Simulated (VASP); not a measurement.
**Si6Ge: relaxation of cell and atoms with PBE**

Crystal: Si6Ge.

```
CELL_PARAMETERS angstrom
-3.56196 3.56196 2.42033
3.56196 -3.56196 2.42033
3.56196 3.56196 -2.42033
ATOMIC_POSITIONS crystal
Si 0.75000 0.25000 0.50000
Si 0.25000 0.75000 0.50000
Si 0.50000 0.50000 0.50000
Si 0.00000 0.00000 0.50000
Si 0.50000 0.00000 0.00000
Si 0.00000 0.50000 0.00000
Ge 0.00000 0.00000 0.00000
```

The cell was generated, and may not be a known phase.

| Property | Result |
| --- | --- |
| Program | VASP 6.6.1 |
| Task | relaxation of cell and atoms |
| Functional | PBE |
| Potentials or basis | VASP PAW PBE potentials, release 64 (Si, Ge_d) |
| Cutoff | 500 eV |
| k mesh | 8 × 8 × 8 |
| Occupations | gaussian, width 0.1 eV |
| Spin | no spin polarisation |
| Dipole correction | no |
| Further INCAR settings | ALGO = Normal; EDIFF = 1e-07; IBRION = 2; EDIFFG = -0.01; NSW = 100; ISIF = 3 |

```
Relaxed volume                        : 17.47 Å³/atom
Relaxed cell                          : a = 5.558 Å, b = 5.558 Å, c = 5.558 Å, α = 101.33°, β = 101.33°, γ = 127.37°
Space group after relaxing (to 0.1 Å) : I4/mmm (No. 139)
Energy gained by relaxing             : 6.8 meV/atom
Ionic steps                           : 6
Pressure after relaxing               : 0.0 GPa
Band gap on the k mesh                : zero (bands 19 and 20 overlap by 2.59 eV)
```

The path:
```
step  energy change (eV)  largest force (eV/Å)  pressure (GPa)  volume (Å³)
   1              0.0000                0.0000           -0.03       122.83
   2             -0.0456                0.0000           -0.29       122.72
   3             -0.0474                0.0000           -0.29       122.75
   4             -0.0474                0.0000           -0.29       122.75
   5             -0.0478                0.0000            0.08       122.21
   6             -0.0478                0.0000            0.01       122.32
```

Final structure:
```xyz
7
Lattice="-3.5230 3.5230 2.4639 3.5230 -3.5230 2.4639 3.5230 3.5230 -2.4639" Properties=species:S:1:pos:R:3 pbc="T T T"
Si    0.0000    3.5230    1.2320
Si    3.5230    0.0000    1.2320
Si    1.7615    1.7615    1.2320
Si    1.7615    1.7615   -1.2320
Si   -1.7615    1.7615    1.2320
Si    1.7615   -1.7615    1.2320
Ge    0.0000    0.0000    0.0000
```

Levels at points of the mesh, in eV from the Fermi level:
```tsv
k point	band 15	band 16	band 17	band 18	band 19	band 20	band 21	band 22	band 23
(0.00, 0.00, 0.00)	-4.41	-4.27	-3.71	-2.52	-1.70	-1.70	2.19	2.56	3.27
(0.50, 0.00, 0.00)	-2.44	-1.58	-1.57	-0.60	0.56	0.56	1.04	1.47	1.66
(0.50, 0.50, 0.00)	-3.75	-1.66	-1.46	-1.10	-0.59	-0.36	0.11	1.43	2.32
(0.50, 0.50, 0.50)	-1.84	-1.26	-1.07	-0.37	-0.07	-0.07	0.99	1.03	1.03
```

Run time: 18 min on 1 thread of Oxide Virtual Turin-like Processor, with other jobs on the host, peak memory 0.31 GiB.
